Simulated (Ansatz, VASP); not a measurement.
**YSe: VASP beside Ansatz**

```
Y Se
1.0
    -0.02875    2.86063    2.86063
     2.86063   -0.02875    2.86063
     2.86063    2.86063   -0.02875
Y Se
1 1
Direct
  0.00000 0.00000 0.00000
  0.50000 0.50000 0.50000
```

Change from the starting cell: equal xy, yz and zx shear strains of -1 %.

Alike in both runs: task single point; functional LDA; k mesh 7 × 7 × 7; occupations fermi-dirac, width 0.03 eV; no spin polarisation.

```csv
,VASP,Ansatz
version,VASP 6.6.1,Ansatz 0.2.0
potentials or method,"VASP PAW LDA potentials, release 64 (Y_sv, Se), cutoff 520 eV","all-electron LAPW, scalar-relativistic"
```

Ansatz gave:

```
pressure (GPa)                                                : -4.6
traceless stress, the component that is largest in VASP (GPa) : 0.06
```

Q: What did VASP give for the same quantities?

A: Pressure (GPa): -4.5; traceless stress, the component that is largest in VASP (GPa): 0.06.

LDA's correlation is that of Perdew and Zunger in VASP and of Perdew and Wang (1992) in Ansatz. Ansatz ran all-electron here, and VASP with PAW potentials.
